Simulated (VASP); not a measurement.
Runs of VASP 6.6.1 on Bi. The structure is that of space group Fd-3m (No. 227), or close to it. The cells are those of the table. 

```tsv
task	cell	cutoff (eV)	gap on the mesh (eV)	pressure (GPa)
single point	a = 3.551 Å, angles 60.0°, 2 atoms	520	none	(a)
relaxation of cell and atoms	relaxed to 360 GPa from a = 3.552 Å, angles 60.0°, 2 atoms	600	none	360.0
relaxation of cell and atoms	relaxed to 360 GPa from a = 3.366 Å, angles 60.0°, 2 atoms	600	none	360.0
single point	a = 3.552 Å, angles 60.0°, 2 atoms	520	none	360.6
```

Alike in all rows: level PBEsol; potentials or basis VASP PAW PBE potentials, release 64 (Bi_d); no spin polarisation; k mesh 13 × 13 × 13; smearing fermi-dirac 0.08 eV.

Problem. Fill in the values left out.

Solution. (a) 361.8.

Caveats: the PAW data sets were made with another functional, which shifts forces and pressure a little; spin-orbit coupling is left out, which moves the levels of the heavy elements; the cell is relaxed towards a set pressure, so the enthalpy falls and the energy may rise (some runs).

A k mesh can miss the band edges, and the runs leave out spin-orbit coupling on Bi.

A gap of «none» marks levels without a gap at the run's occupations.
